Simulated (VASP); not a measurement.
Write the native input for VASP 6.6.1 that does the following.

```yaml
Task: relaxation of cell and atoms
Functional: PBE
Potentials_or_basis: VASP PAW PBE potentials, release 64 (Cs_sv, Si)
Cutoff: 600 eV
k_mesh: 12 × 12 × 4
Occupations: gaussian, width 0.1 eV
Spin: no spin polarisation
Dipole_correction: no
Further_INCAR_settings: ALGO = Normal; EDIFF = 1e-07; IBRION = 2; EDIFFG = -0.01; NSW = 100; ISIF = 3
```

The structure of Cs2Si3 lies in POSCAR:

```
Cs2Si3
1.0
    3.9179224916      0.0000000000      0.0000000000
   -1.9589612458      3.3930204078      0.0000000000
    0.0000000000      0.0000000000     12.6597626299
Cs Si
2 3
Direct
    0.3333333333      0.6666666667      0.2281638684
    0.6666666667      0.3333333333      0.7718361316
    0.0000000000      0.0000000000      0.0000000000
    0.3333333333      0.6666666667      0.5269002736
    0.6666666667      0.3333333333      0.4730997264
```

The input as run:

INCAR

```
SYSTEM = Cs2Si3
PREC = Accurate
ENCUT = 600
EDIFF = 1E-7
ISMEAR = 0
SIGMA = 0.1
LREAL = .FALSE.
LASPH = .TRUE.
NELM = 60
ALGO = Normal
ISIF = 3
LWAVE = .FALSE.
LCHARG = .FALSE.
GGA = PE
IBRION = 2
NSW = 100
EDIFFG = -0.01
```

KPOINTS

```
regular mesh
0
G
  12 12 4
  0 0 0
```

Potentials or basis: VASP PAW PBE potentials, release 64 (Cs_sv, Si).

Run with:

```sh
$ cat potpaw_PBE.64/Cs_sv/POTCAR potpaw_PBE.64/Si/POTCAR > POTCAR
$ mpirun -np 1 vasp_std > vasp.out
```

Results of the run:

| Property | Result |
| --- | --- |
| Relaxed volume | 33.84 Å³/atom |
| Relaxed cell | a = 3.922 Å, b = 3.922 Å, c = 12.699 Å, α = 90.00°, β = 90.00°, γ = 120.00° |
| Space group after relaxing (to 0.1 Å) | P-3m1 (No. 164) |
| Energy gained by relaxing | 0.2 meV/atom |
| Ionic steps | 8 |
| Pressure after relaxing | 0.0 GPa |
| Largest force after relaxing | 0.009 eV/Å |
| Band gap on the k mesh | zero (bands 15 and 16 overlap by 1.85 eV) |

Caveat: spin-orbit coupling is left out, which moves the levels of the heavy elements.

It took 8.8 min on 1 thread of Intel(R) Xeon(R) 6975P-C (Granite Rapids), with other jobs on the host, peak memory 0.51 GiB.
